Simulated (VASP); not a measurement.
# Ca (Fm-3m) in VASP: notebook

Ca is run at these levels: PBEsol; tasks: single point.

Everything below comes from runs of VASP 6.6.1. Logs are shortened: lines on timing, memory, paths and dates and some standing lists are left out, and cuts for length are marked.

## 1. The cell of the first run

The structure is cubic, space group Fm-3m (No. 225). The conventional cell has a = 5.607 Å, b = 5.607 Å, c = 5.607 Å, α = 90.00°, β = 90.00°, γ = 90.00°. Within 5.2 Å of Ca (site symmetry m-3m) lie 12 Ca at 3.96 Å.

## 2. Single point, PBEsol (44.07 Å³/atom)

File INCAR:

```
SYSTEM = Ca
PREC = Accurate ; ENCUT = 520
EDIFF = 1E-6 ; ISMEAR = -1
SIGMA = 0.05 ; LREAL = .False.
LASPH = .True. ; NELM = 60
ALGO = Normal ; ISIF = 2
LWAVE = .False. ; LCHARG = .False.
GGA = PS ; NBANDS = 11
```

File KPOINTS:

```
regular mesh
0
Gamma
  11 11 11
  0 0 0
```

File POSCAR:

```
Ca
1.0
    0.0000000000      2.8034831247      2.8034831247
    2.8034831247      0.0000000000      2.8034831247
    2.8034831247      2.8034831247      0.0000000000
Ca
1
Direct
    0.0000000000      0.0000000000      0.0000000000
```

Potentials or basis: VASP PAW PBE potentials, release 64 (Ca_sv).

On the command line:

```bash
$ cat potpaw_PBE.64/Ca_sv/POTCAR > POTCAR
$ mpirun -np 1 vasp_std > vasp.out
```

OUTCAR:

```text
SYSTEM = Ca
   PREC = Accurate
   ENCUT = 520
   EDIFF = 1E-6
   ISMEAR = -1
   LREAL = .False.
   LASPH = .True.
   NELM = 60
   ISIF = 2
   GGA = PS

 ion  position               nearest neighbor table
   1  0.000  0.000  0.000-

  LATTYP: Found a face centered cubic cell.
 ALAT       =     5.6069662494

  Lattice vectors:

 A1 = (   0.0000000000,   2.8034831247,   2.8034831247)
 A2 = (   2.8034831247,   0.0000000000,   2.8034831247)
 A3 = (   2.8034831247,   2.8034831247,   0.0000000000)

Analysis of symmetry for initial positions (statically):
=====================================================================
 Subroutine PRICEL returns:
 Original cell was already a primitive cell.

 Routine SETGRP: Setting up the symmetry group for a
 face centered cubic supercell.

 Subroutine GETGRP returns: Found 48 space group operations
 (whereof 48 operations were pure point group operations)
 out of a pool of 48 trial point group operations.

The static configuration has the point symmetry O_h .

Analysis of symmetry for dynamics (positions and initial velocities):
=====================================================================
 Subroutine PRICEL returns:
 Original cell was already a primitive cell.

 Routine SETGRP: Setting up the symmetry group for a
 face centered cubic supercell.

 Subroutine GETGRP returns: Found 48 space group operations
 (whereof 48 operations were pure point group operations)
 out of a pool of 48 trial point group operations.

The dynamic configuration has the point symmetry O_h .

 Subroutine INISYM returns: Found 48 space group operations
 (whereof 48 operations are pure point group operations),
 and found     1 'primitive' translations

----------------------------------------------------------------------------------------

                                     Primitive cell

  volume of cell :      44.0681

  direct lattice vectors                    reciprocal lattice vectors
     0.000000000  2.803483125  2.803483125    -0.178349567  0.178349567  0.178349567
     2.803483125  0.000000000  2.803483125     0.178349567 -0.178349567  0.178349567
     2.803483125  2.803483125  0.000000000     0.178349567  0.178349567 -0.178349567

  length of vectors
     3.964723857  3.964723857  3.964723857     0.308910511  0.308910511  0.308910511

  position of ions in fractional coordinates (direct lattice)
     0.000000000  0.000000000  0.000000000

  ion indices of the primitive-cell ions
   primitive index   ion index
                 1           1

----------------------------------------------------------------------------------------

 KPOINTS: regular mesh

Automatic generation of k-mesh.
 Grid dimensions read from file:
 generate k-points for:   11   11   11

 Generating k-lattice:

  Cartesian coordinates                     Fractional coordinates (reciprocal lattice)
    -0.016213597  0.016213597  0.016213597     0.090909091  0.000000000  0.000000000
     0.016213597 -0.016213597  0.016213597     0.000000000  0.090909091  0.000000000
     0.016213597  0.016213597 -0.016213597     0.000000000  0.000000000  0.090909091

  Length of vectors
     0.028082774  0.028082774  0.028082774

  Shift w.r.t. Gamma in fractional coordinates (k-lattice)
     0.000000000  0.000000000  0.000000000

 Subroutine IBZKPT returns following result:
 ===========================================

 Found     56 irreducible k-points:

 Following reciprocal coordinates:
            Coordinates               Weight
  0.000000  0.000000  0.000000      1.000000
  0.090909  0.000000  0.000000      8.000000
  0.181818  0.000000  0.000000      8.000000
  0.272727  0.000000  0.000000      8.000000
  0.363636  0.000000  0.000000      8.000000
  0.454545  0.000000  0.000000      8.000000
[... 16 lines left out ...]
 -0.272727  0.181818  0.000000     24.000000
 -0.181818  0.181818  0.000000     12.000000
 [... further k-points ...]
   k-points           NKPTS =     56   k-points in BZ     NKDIM =     56   number of bands    NBANDS=     11
   number of dos      NEDOS =    301   number of ions     NIONS =      1
   total plane-waves  NPLWV =  27000
   dimension x,y,z NGX =    30 NGY =   30 NGZ =   30
   dimension x,y,z NGXF=    60 NGYF=   60 NGZF=   60
   ions per type =               1
   NGX,Y,Z   is equivalent  to a cutoff of  12.58, 12.58, 12.58 a.u.
   NGXF,Y,Z  is equivalent  to a cutoff of  25.16, 25.16, 25.16 a.u.
 SYSTEM =  Ca
   PREC   = accura    normal or accurate (medium, high low for compatibility)
   ISTART =      0    job   : 0-new  1-cont  2-samecut
   ICHARG =      2    charge: 1-file 2-atom 10-const
   ISPIN  =      1    spin polarized calculation?
   LNONCOLLINEAR =      F non collinear calculations
   LSORBIT =      F    spin-orbit coupling
   LASPH  =      T    aspherical Exc in radial PAW
   ENCUT  =  520.0 eV  38.22 Ry    6.18 a.u.   7.37  7.37  7.37*2*pi/ulx,y,z
   NELM   =     60;   NELMIN=  2; NELMDL= -5     # of ELM steps
   EDIFF  = 0.1E-05   stopping-criterion for ELM
   LREAL  =      F    real-space projection
[... 7 lines left out ...]
   TEBEG  =    0.0;   TEEND  =   0.0 temperature during run
   PSTRESS=    0.0 pullay stress
   NELECT =      10.0000    total number of electrons
   NUPDOWN=      -1.0000    fix difference up-down
   EMIN   =  10.00;   EMAX   =-10.00  energy-range for DOS
   EFERMI =   0.00;   METHOD = LEGACY
   ISMEAR =    -1;   SIGMA  =   0.05  broadening in eV -4-tet -1-fermi 0-gaus
   EFERMI_NEDOS =   21; number of points for ismear=-14 and -15
   IALGO  =     38    algorithm
   IMIX   =      4    mixing-type and parameters
     AMIX     =   0.40;   BMIX     =  1.00
     AMIX_MAG =   1.60;   BMIX_MAG =  1.00
  volume/ion in A,a.u.               =      44.07       297.39
  Fermi-wavevector in a.u.,A,eV,Ry     =   0.998543  1.886973 13.566215  0.997089
  Thomas-Fermi vector in A             =   2.130774
   LORBIT       =      0    0 simple, 1 ext, 2 COOP (PROOUT), +10 PAW based schemes
   GGA     = PS    functional components
   LHFCALC =     F    Hartree Fock is set to
   AEXX    =    0.0000 exact exchange contribution
   IVDW    =     0    specifies the selected vdW correction
   LEPSILON=     F    determine dielectric tensor
   LRPA    =     F    only Hartree local field effects (RPA)
 non-spin polarized calculation
  energy-cutoff  :      520.00
  volume of cell :       44.07
 maximum number of plane-waves:      1243
 NGX is ok and might be reduce to    30
   NGX = 15   NGY = 15   NGZ = 15

 number of electron      10.0000000 magnetization

 number of electron       9.9999998 magnetization

 Free energy of the ion-electron system (eV)
  ---------------------------------------------------
  ext. energy  EPLUGINS =         0.00000000
  ---------------------------------------------------
  free energy    TOTEN  =        -2.12556517 eV

  energy without entropy =       -2.11433259  energy(sigma->0) =       -2.11994888

 E-fermi :   1.7201     XC(G=0):  -7.6743

 val. band max:        1.6474548665   @ k =  -0.3636   0.4545   0.0909
 cond. band min:       1.7202751327   @ k =   0.4545   0.0000   0.0000
 fundamental gap:      0.0728202662
 Fermi energy:         1.7201092714

 k-point     1 :       0.0000    0.0000    0.0000
  band No.  band energies     occupation
      1     -40.2198      2.00000
      2     -21.2164      2.00000
      3     -21.2164      2.00000
      4     -21.2164      2.00000
      5      -2.2316      2.00000
      6       3.9925      0.00000
      7       3.9925      0.00000
      8       3.9925      0.00000
      9       5.0164      0.00000
     10       5.0164      0.00000
     11      10.6676      0.00000

 k-point     2 :       0.0909    0.0000    0.0000
  band No.  band energies     occupation
      1     -40.2189      2.00000
      2     -21.2260      2.00000
      3     -21.2177      2.00000
      4     -21.2177      2.00000
      5      -2.0952      2.00000
      6       3.8484      0.00000
      7       4.0428      0.00000
      8       4.0428      0.00000
      9       4.9741      0.00000
     10       4.9741      0.00000
     11      10.8013      0.00000

 k-point     3 :       0.1818    0.0000    0.0000
  band No.  band energies     occupation
      1     -40.2165      2.00000
      2     -21.2517      2.00000
      3     -21.2213      2.00000
      4     -21.2213      2.00000
      5      -1.6965      2.00000
      6       3.4761      0.00000
      7       4.1302      0.00000
      8       4.1302      0.00000
      9       4.9348      0.00000
     10       4.9348      0.00000
     11       9.8933      0.00000

 k-point     4 :       0.2727    0.0000    0.0000
  band No.  band energies     occupation
      1     -40.2133      2.00000
      2     -21.2852      2.00000
      3     -21.2260      2.00000
      4     -21.2260      2.00000
      5      -1.0685      2.00000
      6       2.9730      0.00000
      7       4.1017      0.00000
      8       4.1017      0.00000
      9       5.0879      0.00000
     10       5.0879      0.00000
     11       8.5017      0.00000
[... 239 lines left out ...]
 k-point    22 :      -0.3636    0.1818    0.0000
  band No.  band energies     occupation
      1     -40.2077      2.00000
      2     -21.3184      2.00000
      3     -21.2587      2.00000
      4     -21.2359      2.00000
      5       0.6817      2.00000
      6       2.0815      0.00145
      7       3.3402      0.00000
      8       4.2097      0.00000
      9       5.3185      0.00000
     10       5.9206      0.00000
     11       6.8791      0.00000

 k-point    23 :      -0.2727    0.1818    0.0000
  band No.  band energies     occupation
      1     -40.2096      2.00000
      2     -21.3021      2.00000
      3     -21.2549      2.00000
      4     -21.2303      2.00000
      5      -0.1353      2.00000
      6       2.6582      0.00000
      7       3.4521      0.00000
      8       4.3062      0.00000
      9       4.9069      0.00000
     10       5.7877      0.00000
     11       7.7955      0.00000

 k-point    24 :      -0.1818    0.1818    0.0000
  band No.  band energies     occupation
      1     -40.2123      2.00000
      2     -21.2821      2.00000
      3     -21.2443      2.00000
      4     -21.2249      2.00000
      5      -0.8588      2.00000
      6       3.0220      0.00000
      7       3.7526      0.00000
      8       4.4757      0.00000
      9       4.5361      0.00000
     10       5.4773      0.00000
     11       8.8892      0.00000

 [... further k-points ...]

------------------------ aborting loop because EDIFF is reached ----------------------------------------

  FORCE on cell =-STRESS in cart. coord.  units (eV):
  Direction    XX          YY          ZZ          XY          YZ          ZX
  --------------------------------------------------------------------------------------
  -------------------------------------------------------------------------------------
  Total       -0.3601353     -0.3601353     -0.3601353      0.0000000      0.0000000     -0.0000000
  in kB      -13.0934018    -13.0934018    -13.0934018      0.0000000      0.0000000     -0.0000000
  external PRESSURE =     -13.0934018 kB  Pullay stress =       0.0000000 kB

 VOLUME and BASIS-vectors are now :
 -----------------------------------------------------------------------------
  energy-cutoff  :      520.00
  volume of cell :       44.07
      direct lattice vectors                 reciprocal lattice vectors
     0.000000000  2.803483125  2.803483125    -0.178349567  0.178349567  0.178349567
     2.803483125  0.000000000  2.803483125     0.178349567 -0.178349567  0.178349567
     2.803483125  2.803483125  0.000000000     0.178349567  0.178349567 -0.178349567

 POSITION                                       TOTAL-FORCE (eV/Angst)
 -----------------------------------------------------------------------------------
      0.00000      0.00000      0.00000         0.000000      0.000000      0.000000
 -----------------------------------------------------------------------------------
    total drift:                               -0.000000     -0.000000      0.000000

  FREE ENERGIE OF THE ION-ELECTRON SYSTEM (eV)
  ---------------------------------------------------
  free  energy   TOTEN  =        -2.1255651737 eV

  energy  without entropy=       -2.1143325857  energy(sigma->0) =       -2.11994888
```

Wall time 23 s (1 thread of Intel Xeon Platinum 8259CL at 2.50GHz (Skylake/Cascade Lake), shared host); peak memory 0.18 GiB.

Results:

```yaml
Free_energy: -2.1256 eV
Pressure: -1.3 GPa
Band_gap_on_the_k_mesh: zero (bands 5 and 6 overlap by 0.31 eV)
```

Caveat: the PAW data sets were made with another functional, which shifts forces and pressure a little.

## 3. Single point, PBEsol (44.50 Å³/atom)

This run uses another cell than the first one, of 44.50 Å³/atom.

File INCAR:

```
SYSTEM = Ca
PREC = Accurate
ENCUT = 520
EDIFF = 1E-6
ISMEAR = -1
SIGMA = 0.05
LREAL = .False.
LASPH = .True.
NELM = 60
ALGO = Normal
ISIF = 2
LWAVE = .False.
LCHARG = .False.
GGA = PS
NBANDS = 11
```

File KPOINTS:

```
Automatic mesh
0
Gamma
  11 11 11
  0 0 0
```

File POSCAR:

```
Ca
1.0
    0.0000000000      2.8127051750      2.8127051750
    2.8127051750      0.0000000000      2.8127051750
    2.8127051750      2.8127051750      0.0000000000
Ca
1
Direct
    0.0000000000      0.0000000000      0.0000000000
```

Potentials or basis: VASP PAW PBE potentials, release 64 (Ca_sv).

On the command line:

```bash
$ cat potpaw_PBE.64/Ca_sv/POTCAR > POTCAR
$ mpirun -np 1 vasp_std > vasp.out
```

It took 22 s on 1 thread of Intel Xeon Platinum 8259CL at 2.50GHz (Skylake/Cascade Lake), shared host; peak memory 0.18 GiB.

Results (log left out):

```
Free energy            : -2.1219 eV
Pressure               : -1.4 GPa
Band gap on the k mesh : zero (bands 5 and 6 overlap by 0.32 eV)
```

Levels at points of the mesh, in eV from the Fermi level:
| k point | band 3 | band 4 | band 5 | band 6 | band 7 | band 8 |
| --- | --- | --- | --- | --- | --- | --- |
| (0.00, 0.00, 0.00) | -22.96 | -22.96 | -3.93 | 2.26 | 2.26 | 2.26 |

Caveat: the PAW data sets were made with another functional, which shifts forces and pressure a little.

## 4. Single point, PBEsol (45.38 Å³/atom)

This run uses another cell than the first one, of 45.38 Å³/atom.

File INCAR:

```
SYSTEM = Ca
  ALGO = Normal
  EDIFF = 1E-6
  ENCUT = 520
  GGA = PS
  ISIF = 2
  ISMEAR = -1
  LASPH = .TRUE.
  LCHARG = .FALSE.
  LREAL = .FALSE.
  LWAVE = .FALSE.
  NBANDS = 11
  NELM = 60
  PREC = Accurate
  SIGMA = 0.05
```

File KPOINTS:

```
k-points
0
G
  11 11 11
  0 0 0
```

File POSCAR:

```
Ca
1.0
    0.0000000000      2.8309700062      2.8309700062
    2.8309700062      0.0000000000      2.8309700062
    2.8309700062      2.8309700062      0.0000000000
Ca
1
Direct
    0.0000000000      0.0000000000      0.0000000000
```

Potentials or basis: VASP PAW PBE potentials, release 64 (Ca_sv).

On the command line:

```bash
$ cat potpaw_PBE.64/Ca_sv/POTCAR > POTCAR
$ mpirun -np 1 vasp_std > vasp.out
```

OUTCAR:

```text
SYSTEM = Ca
   EDIFF = 1E-6
   ENCUT = 520
   GGA = PS
   ISIF = 2
   ISMEAR = -1
   LASPH = .TRUE.
   LREAL = .FALSE.
   NELM = 60
   PREC = Accurate

 ion  position               nearest neighbor table
   1  0.000  0.000  0.000-

  LATTYP: Found a face centered cubic cell.
 ALAT       =     5.6619400124

  Lattice vectors:

 A1 = (   0.0000000000,   2.8309700062,   2.8309700062)
 A2 = (   2.8309700062,   0.0000000000,   2.8309700062)
 A3 = (   2.8309700062,   2.8309700062,   0.0000000000)

Analysis of symmetry for initial positions (statically):
=====================================================================
 Subroutine PRICEL returns:
 Original cell was already a primitive cell.

 Routine SETGRP: Setting up the symmetry group for a
 face centered cubic supercell.

 Subroutine GETGRP returns: Found 48 space group operations
 (whereof 48 operations were pure point group operations)
 out of a pool of 48 trial point group operations.

The static configuration has the point symmetry O_h .

Analysis of symmetry for dynamics (positions and initial velocities):
[... 163 lines left out ...]

 k-point     1 :       0.0000    0.0000    0.0000
  band No.  band energies     occupation
      1     -40.3985      2.00000
      2     -21.3975      2.00000
      3     -21.3975      2.00000
      4     -21.3975      2.00000
      5      -2.2875      2.00000
      6       3.8438      0.00000
      7       3.8438      0.00000
      8       3.8438      0.00000
      9       4.8319      0.00000
     10       4.8319      0.00000
     11      10.4359      0.00000
[... 309 lines left out ...]
 k-point    24 :      -0.1818    0.1818    0.0000
  band No.  band energies     occupation
      1     -40.3920      2.00000
      2     -21.4563      2.00000
      3     -21.4226      2.00000
      4     -21.4052      2.00000
      5      -0.9443      2.00000
      6       2.8994      0.00000
      7       3.6112      0.00000
      8       4.3121      0.00000
      9       4.3697      0.00000
     10       5.2757      0.00000
     11       8.5851      0.00000

 [... further k-points ...]

------------------------ aborting loop because EDIFF is reached ----------------------------------------

  FORCE on cell =-STRESS in cart. coord.  units (eV):
  Direction    XX          YY          ZZ          XY          YZ          ZX
  --------------------------------------------------------------------------------------
  -------------------------------------------------------------------------------------
  Total       -0.4776314     -0.4776314     -0.4776314      0.0000000     -0.0000000     -0.0000000
  in kB      -16.8642732    -16.8642732    -16.8642732      0.0000000     -0.0000000     -0.0000000
  external PRESSURE =     -16.8642732 kB  Pullay stress =       0.0000000 kB

 VOLUME and BASIS-vectors are now :
 -----------------------------------------------------------------------------
  energy-cutoff  :      520.00
  volume of cell :       45.38
      direct lattice vectors                 reciprocal lattice vectors
     0.000000000  2.830970006  2.830970006    -0.176617908  0.176617908  0.176617908
     2.830970006  0.000000000  2.830970006     0.176617908 -0.176617908  0.176617908
     2.830970006  2.830970006  0.000000000     0.176617908  0.176617908 -0.176617908

 POSITION                                       TOTAL-FORCE (eV/Angst)
 -----------------------------------------------------------------------------------
      0.00000      0.00000      0.00000         0.000000      0.000000      0.000000
 -----------------------------------------------------------------------------------
    total drift:                               -0.000000     -0.000000      0.000000

  FREE ENERGIE OF THE ION-ELECTRON SYSTEM (eV)
  ---------------------------------------------------
  free  energy   TOTEN  =        -2.1136444751 eV

  energy  without entropy=       -2.1022693554  energy(sigma->0) =       -2.10795692
```

It took 22 s on 1 thread of Intel Xeon Platinum 8259CL at 2.50GHz (Skylake/Cascade Lake), shared host; peak memory 0.18 GiB.

Results:

```
Free energy            : -2.1136 eV
Pressure               : -1.7 GPa
Band gap on the k mesh : zero (bands 5 and 6 overlap by 0.34 eV)
```

Levels at points of the mesh, in eV from the Fermi level:
| k point | band 2 | band 3 | band 4 | band 5 | band 6 | band 7 | band 8 | band 9 |
| --- | --- | --- | --- | --- | --- | --- | --- | --- |
| (0.00, 0.00, 0.00) | -23.01 | -23.01 | -23.01 | -3.90 | 2.23 | 2.23 | 2.23 | 3.22 |

Caveat: the PAW data sets were made with another functional, which shifts forces and pressure a little.

## 5. Overview

```tsv
cell	gap on the mesh (eV)	pressure (GPa)
a = 3.965 Å, angles 60.0°, 1 atom	none	-1.3
a = 3.978 Å, angles 60.0°, 1 atom	none	-1.4
a = 4.004 Å, angles 60.0°, 1 atom	none	-1.7
```

Alike in all rows: task single point; level PBEsol; potentials or basis VASP PAW PBE potentials, release 64 (Ca_sv); no spin polarisation; k mesh 11 × 11 × 11; cutoff (eV) 520; smearing fermi-dirac 0.05 eV.

Caveats: the PAW data sets were made with another functional, which shifts forces and pressure a little.

Total energies depend on the potentials used, so only differences within one code and one set of settings carry meaning.

The gap in the log of VASP goes by the Fermi energy; the results here count the filled bands.